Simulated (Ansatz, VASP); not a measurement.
## Si7Ge in VASP and in Ansatz

```
Si Ge
1.0
     5.45918    0.00000    0.00000
     0.00000    5.45918    0.00000
     0.00000    0.00000    5.18622
Si Ge
7 1
Direct
  0.25260 0.25260 0.25260
  0.00000 0.50000 0.50000
  0.50000 0.50000 0.00000
  0.50000 0.00000 0.50000
  0.74740 0.25260 0.74740
  0.74740 0.74740 0.25260
  0.25260 0.74740 0.74740
  0.00000 0.00000 0.00000
```

Change from the starting cell: strain +0.000 along x and y, -0.050 along z, atoms carried along.

Alike in both runs: task single point; functional PBEsol; k mesh 6 × 6 × 6; occupations gaussian, width 0.03 eV; no spin polarisation.

```csv
,VASP,Ansatz
version,VASP 6.6.1,Ansatz 0.2.0
potentials or method,"VASP PAW PBE potentials, release 64 (Si, Ge_d), cutoff 520 eV","scalar-relativistic, plane waves, PAW"
valence electrons in the cell,42,42
```

Ansatz gave:

- gap on the k mesh at the Fermi level (eV): none
- pressure (GPa): 5.1
- traceless stress, the component that is largest in VASP (GPa): 2.73
- rms of the force components (eV/Å): 0.008

**Question.** What did VASP give for the same quantities?

**Answer.** gap on the k mesh at the Fermi level (eV): none; pressure (GPa): 5.1; traceless stress, the component that is largest in VASP (GPa): 2.73; rms of the force components (eV/Å): 0.009.

VASP's potentials were made for PBE, not for PBEsol. Atom by atom the forces differ by 0.004 eV/Å (rms over components). A gap of «none» marks a metal or a gap that the smearing closes.
